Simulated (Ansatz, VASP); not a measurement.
Two plane-wave programs on BaTiO3

```
Ba Ti O
1.0
     4.31772    0.00000    0.00000
     0.00000    3.09515    2.48701
     0.00000   -3.09515    2.48701
Ba Ti O
1 1 3
Direct
  0.00000 0.00808 0.00808
  0.50000 0.51971 0.51971
  0.00000 0.49163 0.49163
  0.50000 0.49381 0.98300
  0.50000 0.98300 0.49381
```

Alike in both runs: task single point; functional PBE; k mesh 6 × 6 × 6; occupations gaussian, width 0.05 eV; no spin polarisation; Hubbard terms Ti d U = 4.0 eV.

```csv
,VASP,Ansatz
version,VASP 6.6.1,Ansatz 0.2.0
potentials or method,"VASP PAW PBE potentials, release 64 (Ba_sv, Ti_sv, O), cutoff 520 eV","scalar-relativistic, plane waves, PAW"
valence electrons in the cell,40,40
```

|  | VASP | Ansatz | Ansatz less VASP |
| --- | --- | --- | --- |
| gap on the k mesh at the Fermi level (eV) | 1.14 | 1.29 | +0.144 |
| least direct gap on the mesh (eV) | 1.42 | 1.58 | +0.163 |
| pressure (GPa) | 8.3 | 4.4 | -3.89 |
| traceless stress, the component that is largest in VASP (GPa) | 34.97 | 32.69 | -2.272 |
| rms of the force components (eV/Å) | 0.391 | 0.237 | -0.1548 |

The programs project onto different local orbitals, so the same U acts differently, and such runs can settle in different states. Atom by atom the forces differ by 0.241 eV/Å (rms over components).

Neither program's run includes spin-orbit coupling.
